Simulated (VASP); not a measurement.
Write the native input for VASP 6.6.1 that does the following.

* Task: single point
* Functional: PBE
* Potentials or basis: VASP PAW PBE potentials, release 64 (Hf_pv)
* Cutoff: 520 eV
* k mesh: 10 × 10 × 10
* Occupations: gaussian, width 0.028 eV
* Spin: no spin polarisation
* Dipole correction: no
* Further INCAR settings: ALGO = Normal; EDIFF = 1e-07; NBANDS = 11

The structure of Hf lies in POSCAR:

```
Hf
1.0
   -1.8050000000      1.8050000000      1.8050000000
    1.8050000000     -1.8050000000      1.8050000000
    1.8050000000      1.8050000000     -1.8050000000
Hf
1
Direct
    0.0000000000      0.0000000000      0.0000000000
```

The input as run:

INCAR

```
PREC = Accurate
ENCUT = 520
EDIFF = 1E-7
ISMEAR = 0
SIGMA = 0.028000000000000004
LREAL = False
LASPH = True
NELM = 100
ALGO = Normal
ISIF = 2
LWAVE = False
LCHARG = True
GGA = PE
LELF = True
LVHAR = True
NBANDS = 11
```

KPOINTS

```
Automatic mesh
0
Gamma
  10 10 10
```

Potentials or basis: VASP PAW PBE potentials, release 64 (Hf_pv).

The run is started by

```bash
$ cat potpaw_PBE.64/Hf_pv/POTCAR > POTCAR
$ mpirun -np 1 vasp_std > vasp.out
```

Results of the run:

```
Pressure               : -5.3 GPa
Band gap on the k mesh : zero (band 5 reaches 5.73 eV, above the bottom of band 6 at 3.54 eV)
```

Caveat: spin-orbit coupling is left out, which moves the levels of the heavy elements.

It took 7.1 s on 1 thread of Intel(R) Xeon(R) Platinum 8259CL CPU @ 2.50GHz (Skylake/Cascade Lake), on a shared host, peak memory 0.14 GiB.
